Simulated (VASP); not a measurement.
# Ta: single point with r2SCAN

Crystal: Ta.

```
Ta
1.0
    -1.70082    1.70082    1.70082
     1.70082   -1.70082    1.70082
     1.70082    1.70082   -1.70082
Ta
1
Direct
  0.00000 0.00000 0.00000
```

This cell differs from its parent crystal: strain +0.030 along x and y, +0.030 along z.

- Program: VASP 6.6.1
- Task: single point
- Functional: r2SCAN
- Potentials or basis: VASP PAW PBE potentials, release 64 (Ta_pv)
- Cutoff: 520 eV
- k mesh: 20 × 20 × 20
- Occupations: gaussian, width 0.15 eV
- Spin: no spin polarisation
- Dipole correction: no
- Further INCAR settings: ALGO = Normal; EDIFF = 1e-07; NBANDS = 12

```
Pressure : -14.5 GPa
```

Levels at points of the mesh, in eV from the Fermi level:
```tsv
k point	band 3	band 4	band 5	band 6	band 7	band 8	band 9	band 10
(0.00, 0.00, 0.00)	-34.60	-7.98	0.82	0.82	0.82	4.01	4.01	11.68
(0.50, 0.00, 0.00)	-34.60	-4.17	-1.33	1.09	3.83	4.79	7.23	10.94
(0.50, 0.50, 0.50)	-35.24	-3.42	-3.42	6.40	6.40	6.40	8.21	8.21
```

Run time: 73 s on 1 thread of Intel(R) Xeon(R) 6975P-C (Granite Rapids) (shared host), peak memory 0.18 GiB.

Caveat: the cell differs from its parent crystal (strain +0.030 along x and y, +0.030 along z); the PAW data sets were made with another functional, which shifts forces and pressure a little; spin-orbit coupling is left out, which moves the levels of the heavy elements.
